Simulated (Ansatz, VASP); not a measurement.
TaAs: VASP beside Ansatz

File INCAR:

```
SYSTEM = TaAs
  PREC = Accurate
  ENCUT = 500
  EDIFF = 1E-7
  ISMEAR = 0
  SIGMA = 0.1
  LREAL = .FALSE.
  LASPH = .TRUE.
  NELM = 120
  ALGO = Normal
  ISIF = 3
  LWAVE = .FALSE.
  LCHARG = .FALSE.
  GGA = PS
  IBRION = 2
  NSW = 80
  EDIFFG = -0.05
  GGA_COMPAT = .FALSE.
  NELMIN = 4
```

File KPOINTS:

```
Automatic mesh
0
G
  8 8 8
  0 0 0
```

Contents of POSCAR:

```
TaAs
1.0
    0.0000000000      2.4720762307      2.4720762307
    2.4720762307      0.0000000000      2.4720762307
    2.4720762307      2.4720762307      0.0000000000
Ta As
1 1
Direct
    0.5000000000      0.5000000000      0.5000000000
    0.0000000000      0.0000000000      0.0000000000
```

Input for Ansatz:

```yaml
crystal:
  lattice:
    - [0.0, 2.4720762307, 2.4720762307]
    - [2.4720762307, 0.0, 2.4720762307]
    - [2.4720762307, 2.4720762307, 0.0]
  atoms:
    - { symbol: Ta, position: [0.5, 0.5, 0.5] }
    - { symbol: As, position: [0.0, 0.0, 0.0] }
basis:
  ecutwfc: 420
kpoints:
  mp_grid: { grid: [8, 8, 8] }
hamiltonian:
  xc: pbesol
scf:
  occupations: { method: gaussian, width: 0.1 }
output:
  forces: true
  stress: true
  eigenvalues: true
relax:
  adjacent_minimum: "off"
  f_tol: 0.05
  max_steps: 60
  cell: { stress_tol: 0.5 }
```

Alike in both runs: task relaxation of cell and atoms; functional PBEsol; k mesh 8 × 8 × 8; occupations gaussian, width 0.1 eV; no spin polarisation.

```csv
,VASP,Ansatz
version,VASP 6.6.1,Ansatz 0.2.0
potentials or method,"VASP PAW PBE potentials, release 64 (Ta_pv, As), cutoff 500 eV","scalar-relativistic, plane waves, PAW"
valence electrons in the cell,16,28
```

|  | VASP | Ansatz | Ansatz less VASP |
| --- | --- | --- | --- |
| gap on the k mesh at the Fermi level, each at its own relaxed structure (eV) | none | none | - |
| relaxed volume (Å³/atom) | 17.71 | 17.65 | -0.067 |
| relaxed cell length with the largest relative difference (Å) | 3.686 | 3.682 | -0.0046 |

VASP's potentials were made for PBE, not for PBEsol. A gap of «none» marks a metal or a gap that the smearing closes. VASP's potentials hold 16 valence electrons a cell and Ansatz's 28, so a difference there can come from the potentials and not from the codes.

Spin-orbit coupling is off throughout. Noted on VASP's run: the volume moved by over 15 % at a fixed basis, so the end points are rough; too few bands were computed for a metal, which touches its energy and stress.
